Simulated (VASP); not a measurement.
A run of VASP 6.6.1 is set up as follows.

File INCAR:

```
ALGO = Normal ; EDIFF = 1E-6
ENCUT = 520 ; GGA = PE
ISIF = 2 ; ISMEAR = -1
LASPH = T ; LCHARG = T
LELF = T ; LREAL = F
LVHAR = T ; LWAVE = F
NBANDS = 18 ; NELM = 100
PREC = Accurate ; SIGMA = 0.1
```

File KPOINTS:

```
k-points
0
Gamma
  17 17 17
```

Contents of POSCAR:

```
Ta
1.0
   -2.2103386446      2.2103386446      1.2087069720
    2.2103386446     -2.2103386446      1.2087069720
    2.2103386446      2.2103386446     -1.2087069720
Ta
2
Direct
   -0.3750000000     -0.1250000000     -0.2500000000
    0.3750000000      0.1250000000      0.2500000000
```

Potentials or basis: VASP PAW PBE potentials, release 64 (Ta_pv).

Launch:

```console
$ cat potpaw_PBE.64/Ta_pv/POTCAR > POTCAR
$ mpirun -np 1 vasp_std > vasp.out
```

Q: Predict the pressure.

A: 221.0 GPa.

Q: Estimate the band gap on the k mesh.

A: Zero (bands 11 and 12 overlap by 2.37 eV).

Stress tensor (GPa, compression positive):
```
221.26   0.00   0.00
  0.00 221.26   0.00
  0.00   0.00 220.61
```

Caveat: the cell stands under pressure; spin-orbit coupling is left out, which moves the levels of the heavy elements.
